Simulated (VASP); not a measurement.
# AgBr (rocksalt type) (Fm-3m) in VASP: notebook, part 2 of 2

VASP 6.6.1.

**5. Single point, PBE**

This run uses another cell than the first one, of 24.91 Å³/atom.

File INCAR:

```
SYSTEM = AgBr
PREC = Accurate
ENCUT = 500
EDIFF = 1E-6
ISMEAR = -1
SIGMA = 0.08
LREAL = .False.
LASPH = .True.
NELM = 120
ALGO = Normal
ISIF = 2
LWAVE = .False.
LCHARG = .False.
GGA = PE
NBANDS = 16
GGA_COMPAT = .False.
```

File KPOINTS:

```
Automatic mesh
0
Gamma
  14 14 14
  0 0 0
```

File POSCAR:

```
AgBr
1.0
    0.0000000000      2.9204459508      2.9204459508
    2.9204459508      0.0000000000      2.9204459508
    2.9204459508      2.9204459508      0.0000000000
Ag Br
1 1
Direct
    0.0000000000      0.0000000000      0.0000000000
    0.5000000000      0.5000000000      0.5000000000
```

Potentials or basis: VASP PAW PBE potentials, release 64 (Ag, Br).

On the command line:

```sh
cat potpaw_PBE.64/Ag/POTCAR potpaw_PBE.64/Br/POTCAR > POTCAR
mpirun -np 1 vasp_std > vasp.out
```

OUTCAR:

```text
SYSTEM = AgBr
   PREC = Accurate
   ENCUT = 500
   EDIFF = 1E-6
   ISMEAR = -1
   LREAL = .False.
   LASPH = .True.
   NELM = 120
   ISIF = 2
   GGA = PE

 ion  position               nearest neighbor table
   1  0.000  0.000  0.000-   2 2.92   2 2.92   2 2.92   2 2.92   2 2.92   2 2.92
   2  0.500  0.500  0.500-   1 2.92   1 2.92   1 2.92   1 2.92   1 2.92   1 2.92

  LATTYP: Found a face centered cubic cell.
 ALAT       =     5.8408919016

  Lattice vectors:

 A1 = (   0.0000000000,   2.9204459508,   2.9204459508)
 A2 = (   2.9204459508,   0.0000000000,   2.9204459508)
 A3 = (   2.9204459508,   2.9204459508,   0.0000000000)

Analysis of symmetry for initial positions (statically):
=====================================================================
 Subroutine PRICEL returns:
 Original cell was already a primitive cell.

 Routine SETGRP: Setting up the symmetry group for a
 face centered cubic supercell.

 Subroutine GETGRP returns: Found 48 space group operations
 (whereof 48 operations were pure point group operations)
 out of a pool of 48 trial point group operations.

The static configuration has the point symmetry O_h .

Analysis of symmetry for dynamics (positions and initial velocities):
=====================================================================
 Subroutine PRICEL returns:
 Original cell was already a primitive cell.

 Routine SETGRP: Setting up the symmetry group for a
 face centered cubic supercell.

 Subroutine GETGRP returns: Found 48 space group operations
 (whereof 48 operations were pure point group operations)
 out of a pool of 48 trial point group operations.

The dynamic configuration has the point symmetry O_h .

 Subroutine INISYM returns: Found 48 space group operations
 (whereof 48 operations are pure point group operations),
 and found     1 'primitive' translations

----------------------------------------------------------------------------------------
[... 110 lines left out ...]
   IALGO  =     38    algorithm
   IMIX   =      4    mixing-type and parameters
     AMIX     =   0.40;   BMIX     =  1.00
     AMIX_MAG =   1.60;   BMIX_MAG =  1.00
  volume/ion in A,a.u.               =      24.91       168.09
  Fermi-wavevector in a.u.,A,eV,Ry     =   1.166021  2.203461 18.498559  1.359606
  Thomas-Fermi vector in A             =   2.302540
   LORBIT       =      0    0 simple, 1 ext, 2 COOP (PROOUT), +10 PAW based schemes
   GGA     = PE    functional components
   LHFCALC =     F    Hartree Fock is set to
   AEXX    =    0.0000 exact exchange contribution
   IVDW    =     0    specifies the selected vdW correction
   LEPSILON=     F    determine dielectric tensor
   LRPA    =     F    only Hartree local field effects (RPA)
 non-spin polarized calculation
  energy-cutoff  :      500.00
  volume of cell :       49.82
 maximum number of plane-waves:      1295
   NGX = 15   NGY = 15   NGZ = 15

 number of electron      18.0000001 magnetization

 Free energy of the ion-electron system (eV)
  ---------------------------------------------------
  ext. energy  EPLUGINS =         0.00000000
  ---------------------------------------------------
  free energy    TOTEN  =        -5.00037393 eV

  energy without entropy =       -5.00025621  energy(sigma->0) =       -5.00031507

 E-fermi :   3.5329     XC(G=0):  -9.5966

 val. band max:        2.9977665951   @ k =   0.5000   0.0000   0.0000
 cond. band min:       3.6851348664   @ k =   0.0000   0.0000   0.0000
 fundamental gap:      0.6873682713
 Fermi energy:         3.5329386613

 k-point     1 :       0.0000    0.0000    0.0000
  band No.  band energies     occupation
      1     -11.7571      2.00000
      2       0.4112      2.00000
      3       0.4112      2.00000
      4       0.4116      2.00000
      5       0.4116      2.00000
      6       0.4116      2.00000
[... 433 lines left out ...]
      3      -0.2212      2.00000
      4      -0.1626      2.00000
      5       0.4451      2.00000
      6       0.5826      2.00000
[... 8 lines left out ...]
     15      15.6943      0.00000
     16      15.7504      0.00000

 [... further k-points ...]

------------------------ aborting loop because EDIFF is reached ----------------------------------------

  FORCE on cell =-STRESS in cart. coord.  units (eV):
  Direction    XX          YY          ZZ          XY          YZ          ZX
  --------------------------------------------------------------------------------------
  -------------------------------------------------------------------------------------
  Total       -0.0106897     -0.0106897     -0.0106897      0.0000000     -0.0000000      0.0000000
  in kB       -0.3437932     -0.3437932     -0.3437932      0.0000000     -0.0000000      0.0000000
  external PRESSURE =      -0.3437932 kB  Pullay stress =       0.0000000 kB

 VOLUME and BASIS-vectors are now :
 -----------------------------------------------------------------------------
  energy-cutoff  :      500.00
  volume of cell :       49.82
      direct lattice vectors                 reciprocal lattice vectors
     0.000000000  2.920445951  2.920445951    -0.171206730  0.171206730  0.171206730
     2.920445951  0.000000000  2.920445951     0.171206730 -0.171206730  0.171206730
     2.920445951  2.920445951  0.000000000     0.171206730  0.171206730 -0.171206730

 POSITION                                       TOTAL-FORCE (eV/Angst)
 -----------------------------------------------------------------------------------
      0.00000      0.00000      0.00000         0.000000     -0.000000      0.000000
      2.92045      2.92045      2.92045        -0.000000      0.000000     -0.000000
 -----------------------------------------------------------------------------------
    total drift:                               -0.000000      0.000000      0.000000

  FREE ENERGIE OF THE ION-ELECTRON SYSTEM (eV)
  ---------------------------------------------------
  free  energy   TOTEN  =        -5.0003739272 eV

  energy  without entropy=       -5.0002562146  energy(sigma->0) =       -5.00031507
```

Wall time 62 s (1 thread of Intel Xeon Platinum 8375C at 2.90GHz (Ice Lake), shared host); peak memory 0.22 GiB.

What came out:

- Free energy: -5.0004 eV
- Pressure: 0.0 GPa
- Band gap on the k mesh: 0.69 eV (least direct gap 2.44 eV)

A k mesh can miss the band edges.

**6. Overview**

```tsv
cell	smearing	gap on the mesh (eV)	pressure (GPa)
a = 3.321 Å, angles 60.0°, 2 atoms	fermi-dirac 0.08 eV	none	142.6
a = 3.321 Å, angles 60.0°, 2 atoms	gaussian 0.01 eV	none	142.6
a = 3.897 Å, angles 60.0°, 2 atoms	fermi-dirac 0.08 eV	0.69	10.7
a = 4.130 Å, angles 60.0°, 2 atoms	fermi-dirac 0.08 eV	0.69	0.0
```

Alike in all rows: task single point; level PBE; potentials or basis VASP PAW PBE potentials, release 64 (Ag, Br); no spin polarisation; k mesh 14 × 14 × 14; cutoff (eV) 500.

Caveats: the cell stands under pressure (at least some runs).

Absolute energies hang on the potentials; compare differences alone.
